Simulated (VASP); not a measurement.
TiC:

```
Ti C
1.0
     0.00000    2.16641    2.16641
     2.16641    0.00000    2.16641
     2.16641    2.16641    0.00000
Ti C
1 1
Direct
  0.00000 0.00000 0.00000
  0.50000 0.50000 0.50000
```

* Program: VASP 6.6.1
* Task: relaxation of cell and atoms
* Functional: PBEsol
* Potentials or basis: VASP PAW PBE potentials, release 64 (Ti_sv, C)
* Cutoff: 600 eV
* k mesh: 16 × 16 × 16
* Occupations: gaussian, width 0.1 eV
* Spin: no spin polarisation

At the start: pressure -6.8 GPa; volume 10.17 Å³/atom.

Where does the relaxation end?

Over 3 steps the energy falls by 5.9 meV/atom and the volume is 9.90 Å³/atom (-2.6 %); space group Fm-3m (No. 225, to 0.05 Å).

Step by step:
| step | energy change (eV) | largest force (eV/Å) | pressure (GPa) | volume (Å³) |
| --- | --- | --- | --- | --- |
| 1 | 0.0000 | 0.0000 | -6.79 | 20.34 |
| 2 | 0.0100 | 0.0000 | 10.24 | 19.09 |
| 3 | -0.0117 | 0.0000 | -0.06 | 19.80 |

Final structure:
```cif
data_structure
_symmetry_space_group_name_H-M 'P 1'
_symmetry_Int_Tables_number 1
_cell_length_a 3.0366
_cell_length_b 3.0366
_cell_length_c 3.0366
_cell_angle_alpha 60.000
_cell_angle_beta 60.000
_cell_angle_gamma 60.000
_cell_volume 19.80
loop_
_atom_site_label
_atom_site_type_symbol
_atom_site_fract_x
_atom_site_fract_y
_atom_site_fract_z
_atom_site_occupancy
Ti1 Ti 0.00000 0.00000 0.00000 1
C1 C 0.50000 0.50000 0.50000 1
```

Caveat: the PAW data sets were made with another functional, which shifts forces and pressure a little.
